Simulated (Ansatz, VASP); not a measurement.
# Na: VASP beside Ansatz

The input INCAR:

```
PREC = Accurate ; ENCUT = 520
EDIFF = 1E-6 ; ISMEAR = -1
SIGMA = 0.01 ; LREAL = False
LASPH = True ; NELM = 100
ALGO = Normal ; ISIF = 2
LWAVE = False ; LCHARG = True
GGA = PE ; LELF = True
LVHAR = True ; NBANDS = 10
```

The input KPOINTS:

```
Automatic mesh
0
Gamma
  12 12 12
```

Contents of POSCAR:

```
Na
1.0
   -2.1175000000      2.1175000000      2.1175000000
    2.1175000000     -2.1175000000      2.1175000000
    2.1175000000      2.1175000000     -2.1175000000
Na
1
Direct
    0.0000000000      0.0000000000      0.0000000000
```

Input for Ansatz:

```yaml
crystal:
  lattice:
    - [-2.1175, 2.1175, 2.1175]
    - [2.1175, -2.1175, 2.1175]
    - [2.1175, 2.1175, -2.1175]
  atoms:
    - { symbol: Na, position: [0.0, 0.0, 0.0] }
kpoints:
  mp_grid: { grid: [12, 12, 12] }
scf:
  occupations: { method: fermi_dirac, width: 0.01 }
hamiltonian:
  xc: pbe
  pseudopotentials: { kind: all_electron, lapw: { basis_error: 0.00025 } }
output:
  forces: true
  stress: true
  eigenvalues: true
```

Alike in both runs: task single point; functional PBE; k mesh 12 × 12 × 12; occupations fermi-dirac, width 0.01 eV; no spin polarisation.

|  | VASP | Ansatz |
| --- | --- | --- |
| version | VASP 6.6.1 | Ansatz 0.2.0 |
| potentials or method | VASP PAW PBE potentials, release 64 (Na_pv), cutoff 520 eV | all-electron LAPW, scalar-relativistic |

```csv
,VASP,Ansatz,Ansatz less VASP
pressure (GPa),-0.2,-0.2,+0.03
```

Ansatz ran all-electron here, and VASP with PAW potentials.
